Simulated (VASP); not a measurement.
Write the native input for VASP 6.6.1 that does the following.

* Task: single point
* Functional: PBE
* Potentials or basis: VASP PAW PBE potentials, release 64 (Ge_d, Mo_sv, W_sv)
* Cutoff: 520 eV
* k mesh: 12 × 12 × 6
* Occupations: gaussian, width 0.1 eV
* Spin: no spin polarisation
* Dipole correction: no
* Further INCAR settings: ALGO = Normal; EDIFF = 1e-06; NBANDS = 51

The structure of Ge4MoW lies in POSCAR:

```
Ge4MoW
1.0
    3.3397563000      0.0000000000      0.0000000000
    0.0000000000      3.3397563000      0.0000000000
    0.0000000000      0.0000000000      8.2881637000
Ge Mo W
4 1 1
Direct
    0.0000000000      0.0000000000      0.6627370000
    0.5000000000      0.5000000000      0.1614470000
    0.0000000000      0.0000000000      0.3372630000
    0.5000000000      0.5000000000      0.8385530000
    0.0000000000      0.0000000000      0.0000000000
    0.5000000000      0.5000000000      0.5000000000
```

These files were run (other wordings do the same):

INCAR

```
PREC = Accurate
ENCUT = 520
EDIFF = 1E-6
ISMEAR = 0
SIGMA = 0.1
LREAL = False
LASPH = True
NELM = 100
ALGO = Normal
ISIF = 2
LWAVE = False
LCHARG = False
GGA = PE
NBANDS = 51
```

KPOINTS

```
regular mesh
0
Gamma
  12 12 6
```

Potentials or basis: VASP PAW PBE potentials, release 64 (Ge_d, Mo_sv, W_sv).

Launch:

```console
$ cat potpaw_PBE.64/Ge_d/POTCAR potpaw_PBE.64/Mo_sv/POTCAR potpaw_PBE.64/W_sv/POTCAR > POTCAR
$ mpirun -np 1 vasp_std > vasp.out
```

Results of the run:

```yaml
Pressure: 0.3 GPa
Largest_force: 0.008 eV/Å
Band_gap_on_the_k_mesh: zero (bands 42 and 43 overlap by 1.15 eV)
```

Caveat: spin-orbit coupling is left out, which moves the levels of the heavy elements.

Run time: 7.6 min on 1 thread of AMD EPYC 7R43 64-Core Processor (Zen 3) (shared host), peak memory 0.5 GiB.
